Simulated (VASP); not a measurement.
The system is ZnS.

```xyz
2
Lattice="3.3119 0.0000 0.0000 -1.6560 2.8682 0.0000 0.0000 0.0000 3.2611" Properties=species:S:1:pos:R:3 pbc="T T T"
Zn    1.6560    0.9561    0.0000
S     0.0000    0.0000    1.6306
```

| Quantity | Value |
| --- | --- |
| Program | VASP 6.6.1 |
| Task | relaxation of cell and atoms |
| Functional | PBE |
| Potentials or basis | VASP PAW PBE potentials, release 64 (Zn, S) |
| Cutoff | 500 eV |
| k mesh | 6 × 6 × 6 |
| Occupations | gaussian, width 0.1 eV |
| Spin | no spin polarisation |

At the start: pressure 9.7 GPa; volume 15.49 Å³/atom.

How do energy, volume and symmetry change on relaxing?

Over 7 steps the energy falls by 89.2 meV/atom and the volume is 17.29 Å³/atom (+11.6 %); space group P-6m2 (No. 187, to 0.05 Å).

The path:
```
step  energy change (eV)  largest force (eV/Å)  pressure (GPa)  volume (Å³)
   1              0.0000                0.0000            9.72        30.98
   2             -0.1304                0.0000           -2.16        35.36
   3             -0.1311                0.0000           -1.47        35.01
   4             -0.1708                0.0000           -0.85        34.87
   5             -0.1783                0.0000           -0.37        34.79
   6             -0.1783                0.0000           -0.35        34.78
   7             -0.1785                0.0000            0.11        34.57
```

Final structure:
```
CELL_PARAMETERS angstrom
3.55766 0.00000 0.00000
-1.77883 3.08102 0.00000
0.00000 0.00000 3.15424
ATOMIC_POSITIONS crystal
Zn 0.66667 0.33333 0.00000
S 0.00000 0.00000 0.50000
```

Caveat: the k points lie up to 0.34 Å⁻¹ apart in the final cell.
